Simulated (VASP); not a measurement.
A run of VASP 6.6.1 is set up as follows.

Contents of INCAR:

```
SYSTEM = KC
  PREC = Accurate
  ENCUT = 600
  EDIFF = 1E-7
  ISMEAR = 0
  SIGMA = 0.1
  LREAL = .False.
  LASPH = .True.
  NELM = 120
  ALGO = Normal
  ISIF = 3
  LWAVE = .False.
  LCHARG = .False.
  GGA = PE
  IBRION = 2
  NSW = 90
  EDIFFG = -0.04
  GGA_COMPAT = .False.
  NELMIN = 4
```

The input KPOINTS:

```
Automatic mesh
0
Gamma
  6 6 6
  0 0 0
```

The input POSCAR:

```
KC
1.0
    0.0000000000      2.8304919700      2.8304919700
    2.8304919700      0.0000000000      2.8304919700
    2.8304919700      2.8304919700      0.0000000000
K C
1 1
Direct
    0.0000000000      0.0000000000      0.0000000000
    0.2500000000      0.2500000000      0.2500000000
```

Potentials or basis: VASP PAW PBE potentials, release 64 (K_sv, C).

The run is started by

```sh
$ cat potpaw_PBE.64/K_sv/POTCAR potpaw_PBE.64/C/POTCAR > POTCAR
$ mpirun -np 1 vasp_std > vasp.out
```

(1) Estimate the relaxed volume.

(2) Estimate the relaxed cell.

(3) What does it give for the space group after relaxing (to 0.05 Å)?

Results:

(1) 35.03 Å³/atom.

(2) a = 4.627 Å, b = 4.627 Å, c = 4.627 Å, α = 60.00°, β = 60.00°, γ = 60.00°.

(3) F-43m (No. 216).

Caveat: the volume moved by over 15 % at a fixed basis, so the end points are rough.
